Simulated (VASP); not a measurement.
Set up this calculation in VASP 6.6.1, as the native input.

```
Task                   : single point
Functional             : PBE
Potentials or basis    : VASP PAW PBE potentials, release 64 (Zn, Se, S)
Cutoff                 : 520 eV
k mesh                 : 4 × 4 × 2
Occupations            : gaussian, width 0.1 eV
Spin                   : no spin polarisation
Dipole correction      : no
Further INCAR settings : ALGO = Normal; EDIFF = 1e-06; NBANDS = 46
```

The structure of Zn4SeS3 lies in POSCAR:

```
Zn4SeS3
1.0
    3.9006319000      0.0000000000      0.0000000000
    0.0000000000      3.9006319000      0.0000000000
    0.0000000000      0.0000000000     11.0276118000
Zn Se S
4 1 3
Direct
    0.5000000000      0.0000000000      0.8785220000
    0.0000000000      0.5000000000      0.1214780000
    0.5000000000      0.0000000000      0.3648750000
    0.0000000000      0.5000000000      0.6351250000
    0.0000000000      0.0000000000      0.5000000000
    0.0000000000      0.0000000000      0.0000000000
    0.5000000000      0.5000000000      0.2431810000
    0.5000000000      0.5000000000      0.7568190000
```

One way to write it, as run:

INCAR

```
ALGO = Normal
EDIFF = 1E-6
ENCUT = 520
GGA = PE
ISIF = 2
ISMEAR = 0
LASPH = True
LCHARG = True
LELF = True
LREAL = False
LVHAR = True
LWAVE = False
NBANDS = 46
NELM = 100
PREC = Accurate
SIGMA = 0.1
```

KPOINTS

```
k-points
0
Gamma
  4 4 2
```

Potentials or basis: VASP PAW PBE potentials, release 64 (Zn, Se, S).

Launch:

```sh
$ cat potpaw_PBE.64/Zn/POTCAR potpaw_PBE.64/Se/POTCAR potpaw_PBE.64/S/POTCAR > POTCAR
$ mpirun -np 1 vasp_std > vasp.out
```

Results of the run:

* Pressure: 0.3 GPa
* Band gap on the k mesh: 1.69 eV

Wall time 2.2 min on 1 thread of Intel(R) Xeon(R) Platinum 8259CL CPU @ 2.50GHz (Skylake/Cascade Lake) (shared host), peak memory 0.29 GiB.
